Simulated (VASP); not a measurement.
SnTe (zincblende type), 2 atoms in the cell. It takes space group F-43m (No. 216, cubic). The conventional cell has a = 6.388 Å, b = 6.388 Å, c = 6.388 Å, α = 90.00°, β = 90.00°, γ = 90.00°. Sn (site symmetry -43m) has 4 Te at 2.77 Å within 3.6 Å. Within 3.6 Å of Te (site symmetry -43m) lie 4 Sn at 2.77 Å. 

* Program: VASP 6.6.1
* Task: single point
* Functional: PBE
* Potentials or basis: VASP PAW PBE potentials, release 64 (Sn_d, Te)
* Cutoff: 520 eV
* k mesh: 12 × 12 × 12
* Occupations: fermi-dirac, width 0.1 eV
* Spin: no spin polarisation
* Dipole correction: no
* Further INCAR settings: ALGO = Normal; EDIFF = 1e-06; NBANDS = 17

Potentials or basis: VASP PAW PBE potentials, release 64 (Sn_d, Te).

Command:

```console
$ cat potpaw_PBE.64/Sn_d/POTCAR potpaw_PBE.64/Te/POTCAR > POTCAR
$ mpirun -np 1 vasp_std > vasp.out
```

Hardware: 1 thread of Intel(R) Xeon(R) Platinum 8259CL CPU @ 2.50GHz (Skylake/Cascade Lake), on a shared host.

Task: How long does it take, and how much memory?

Result: It took 58 s on 1 thread of Intel(R) Xeon(R) Platinum 8259CL CPU @ 2.50GHz (Skylake/Cascade Lake) (shared host), peak memory 0.25 GiB. Counts: scf iterations 12, k points 72.
